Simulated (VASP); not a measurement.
Here is a VASP 6.6.1 calculation.

The input INCAR:

```
  ALGO = Fast
  EDIFF = 1E-7
  ENCUT = 520
  GGA = PE
  ISIF = 2
  ISMEAR = 0
  LASPH = True
  LCHARG = True
  LELF = True
  LREAL = False
  LVHAR = True
  LWAVE = False
  NBANDS = 12
  NELM = 60
  PREC = Accurate
  SIGMA = 0.15
```

The input KPOINTS:

```
k-points
0
Gamma
  24 24 24
```

The input POSCAR:

```
Cu
1.0
    0.0000000000      1.8322633512      1.7589728171
    1.8322633512      0.0000000000      1.7589728171
    1.8322633512      1.8322633512      0.0000000000
Cu
1
Direct
    0.0000000000      0.0000000000      0.0000000000
```

Potentials or basis: VASP PAW PBE potentials, release 64 (Cu).

Launch:

```sh
$ cat potpaw_PBE.64/Cu/POTCAR > POTCAR
$ mpirun -np 1 vasp_std > vasp.out
```

(1) Estimate the pressure.

Results:

(1) 2.4 GPa.
